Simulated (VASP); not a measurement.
AlFe:

```
Al Fe
1.0
     2.86067    0.00000    0.00000
     0.00000    2.86067    0.00000
     0.00000    0.00000    2.86067
Al Fe
1 1
Direct
  0.00000 0.00000 0.00000
  0.50000 0.50000 0.50000
```

This cell differs from its parent crystal: volume scaled by 0.95.

Base run:

| Property | Result |
| --- | --- |
| Program | VASP 6.6.1 |
| Functional | PBE |
| Potentials or basis | VASP PAW PBE potentials, release 64 (Al, Fe) |
| Cutoff | 520 eV |
| k mesh | 11 × 11 × 11 |
| Occupations | fermi-dirac, width 0.1 eV |
| Spin | collinear spin, ferromagnetic start |
| Starting moments | [0.0, 3.0] μB |

Its results: pressure 2.9 GPa.

The run is repeated on the same cell with these changes: spin from collinear spin, ferromagnetic start to no spin polarisation; further incar settings from ALGO = Normal; EDIFF = 1e-07; NBANDS = 16 to ALGO = Normal; EDIFF = 1e-06; NBANDS = 12. What comes out?

Pressure 2.0 GPa.
